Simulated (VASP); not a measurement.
Set up this calculation in VASP 6.6.1, as the native input.

```yaml
Task: single point
Functional: PBE
Potentials_or_basis: VASP PAW PBE potentials, release 64 (Ba_sv, O)
Cutoff: 520 eV
k_mesh: 2 × 2 × 2
Occupations: gaussian, width 0.1 eV
Spin: no spin polarisation
Dipole_correction: no
Further_INCAR_settings: LREAL = Auto; ALGO = Normal; EDIFF = 1e-06; NBANDS = 97
```

The structure of Ba16O (a cell with a defect) lies in POSCAR:

```
Ba16O
1.0
   10.0400000000      0.0000000000      0.0000000000
    0.0000000000     10.0400000000      0.0000000000
    0.0000000000      0.0000000000     10.0400000000
Ba O
16 1
Direct
   -0.0002401394     -0.0030502988     -0.0050544821
    0.4997399402      0.0019686255     -0.0184571713
   -0.0002356574      0.4988605578      0.0031085657
   -0.0002667331      0.0030627490      0.5042914343
    0.2484107570      0.2468858566      0.2427791833
    0.4997390438      0.5125715139      0.0133966135
    0.4997596614      0.0132376494      0.5190526892
    0.7510932271      0.2468882470      0.2427554781
   -0.0002640438      0.4928548805      0.4958236056
    0.2439094622      0.7541085657      0.2532500000
    0.2769117530      0.2496383466      0.7508797809
    0.4997617530      0.4958457171      0.4957529880
    0.7555932271      0.7541050797      0.2532232072
    0.7225675299      0.2496439243      0.7509013944
    0.2455907371      0.7389433267      0.7490618526
    0.7539147410      0.7389410359      0.7490843625
    0.4997416335      0.1722248008      0.7056508964
```

These files were run (other wordings do the same):

INCAR

```
ALGO = Normal
EDIFF = 1E-6
ENCUT = 520
GGA = PE
ISIF = 2
ISMEAR = 0
LASPH = T
LCHARG = T
LELF = T
LREAL = Auto
LVHAR = T
LWAVE = F
NBANDS = 97
NELM = 100
PREC = Accurate
SIGMA = 0.1
```

KPOINTS

```
k-points
0
Gamma
  2 2 2
```

Potentials or basis: VASP PAW PBE potentials, release 64 (Ba_sv, O).

Command:

```bash
$ cat potpaw_PBE.64/Ba_sv/POTCAR potpaw_PBE.64/O/POTCAR > POTCAR
$ mpirun -np 1 vasp_std > vasp.out
```

It gave:

- Pressure: 0.3 GPa
- Largest force: 0.339 eV/Å
- Band gap on the k mesh: zero (bands 83 and 84 overlap by 0.44 eV)

Caveat: spin-orbit coupling is left out, which moves the levels of the heavy elements.

Wall time 40 min on 1 thread of Oxide Virtual Turin-like Processor, on a shared host, peak memory 1.2 GiB.
